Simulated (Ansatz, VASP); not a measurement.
## Two plane-wave programs on SiB4Mo

```
Si B Mo
1.0
     2.75640   -3.55968    0.00000
     2.75640    3.55968    0.00000
     0.00000    0.00000    3.15804
Si B Mo
1 4 1
Direct
  0.00000 0.00000 0.50000
  0.96799 0.31853 0.00000
  0.03201 0.68147 0.00000
  0.31853 0.96799 0.00000
  0.68147 0.03201 0.00000
  0.50000 0.50000 0.00000
```

Alike in both runs: functional PBE; k mesh 4 × 4 × 6; occupations gaussian, width 0.1 eV; no spin polarisation.

Ansatz relaxed the structure, and its values are those at the end. VASP's run is a single point on that final structure, the one shown.

|  | VASP | Ansatz |
| --- | --- | --- |
| version | VASP 6.6.1 | Ansatz 0.2.0 |
| potentials or method | VASP PAW PBE potentials, release 64 (Si, B, Mo_sv), cutoff 520 eV | scalar-relativistic, plane waves, PAW |
| valence electrons in the cell | 30 | 30 |

```tsv
	VASP	Ansatz	Ansatz less VASP
gap on the k mesh at the Fermi level (eV)	none	none	-
pressure (GPa)	0.0	-0.1	-0.09
rms of the force components (eV/Å)	0.006	0.005	-0.0009
```

A gap of «none» marks a metal or a gap that the smearing closes. With one functional, cell and mesh, what is left measures potentials, basis and numerics.

The k mesh is coarse, so the values compare programs but aren't converged.
